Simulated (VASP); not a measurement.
Wanted: the native input for a VASP 6.6.1 run.

* Task: single point
* Functional: PBE
* Potentials or basis: VASP PAW PBE potentials, release 64 (Ga_d, N)
* Cutoff: 520 eV
* k mesh: 12 × 12 × 6
* Occupations: gaussian, width 0.02 eV
* Spin: no spin polarisation
* Dipole correction: no
* Further INCAR settings: ALGO = Normal; EDIFF = 1e-07; NBANDS = 26

The structure of GaN lies in POSCAR:

```
GaN
1.0
    3.2502966420      0.0000000000      0.0000000000
   -1.6251483210      2.8148394618      0.0000000000
    0.0000000000      0.0000000000      5.2949450765
Ga N
2 2
Direct
    0.3333333333      0.6666666667     -0.0008683120
    0.6666666667      0.3333333333      0.4991316880
    0.3333333333      0.6666666667      0.3758683120
    0.6666666667      0.3333333333      0.8758683120
```

This cell differs from its parent crystal: volume scaled by 1.03, then relaxed in part.

These files were run (other wordings do the same):

INCAR

```
SYSTEM = GaN
ALGO = Normal
EDIFF = 1E-7
ENCUT = 520
GGA = PE
ISIF = 2
ISMEAR = 0
LASPH = .True.
LCHARG = .False.
LREAL = .False.
LWAVE = .False.
NBANDS = 26
NELM = 80
PREC = Accurate
SIGMA = 0.02
```

KPOINTS

```
k-points
0
Gamma
  12 12 6
  0 0 0
```

Potentials or basis: VASP PAW PBE potentials, release 64 (Ga_d, N).

The run is started by

```console
$ cat potpaw_PBE.64/Ga_d/POTCAR potpaw_PBE.64/N/POTCAR > POTCAR
$ mpirun -np 1 vasp_std > vasp.out
```

Results of the run:

```yaml
Pressure: -4.6 GPa
Largest_force: 0.005 eV/Å
Band_gap_on_the_k_mesh: 1.52 eV, direct
```

Wall time 34 s on 1 thread of Intel(R) Xeon(R) 6975P-C (Granite Rapids), with other jobs on the host, peak memory 0.21 GiB.
